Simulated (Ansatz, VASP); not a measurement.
One calculation of BAs, two programs

```
CELL_PARAMETERS angstrom
2.95701 0.00000 0.00000
0.00000 2.95701 0.00000
0.00000 0.00000 2.95701
ATOMIC_POSITIONS crystal
B 0.50000 0.50000 0.50000
As 0.00000 0.00000 0.00000
```

Alike in both runs: task relaxation of cell and atoms; functional PBE0; k mesh 5 × 5 × 5; occupations fermi-dirac, width 0.05 eV; no spin polarisation.

|  | VASP | Ansatz |
| --- | --- | --- |
| version | VASP 6.6.1 | Ansatz 0.2.0 |
| potentials or method | VASP PAW PBE potentials, release 64 (B, As) | Ansatz PAW |
| plane-wave cutoff (eV) | 600 | 420 |
| valence electrons in the cell | 8 | 18 |

|  | VASP | Ansatz | Ansatz less VASP |
| --- | --- | --- | --- |
| gap on the k mesh at the Fermi level, each at its own relaxed structure (eV) | none | none | - |
| relaxed volume (Å³/atom) | 11.84 | 11.88 | +0.040 |
| relaxed cell length with the largest relative difference (Å) | 2.872 | 2.875 | +0.0032 |

A gap of «none» marks a metal or a gap that the smearing closes. VASP's potentials hold 8 valence electrons a cell and Ansatz's 18, so a difference there can come from the potentials and not from the codes.

The k mesh is coarse, so the values compare programs but aren't converged. Noted on Ansatz's run: the plane-wave basis is chosen anew once the cell has moved, so the energies of steps on either side of that aren't comparable.
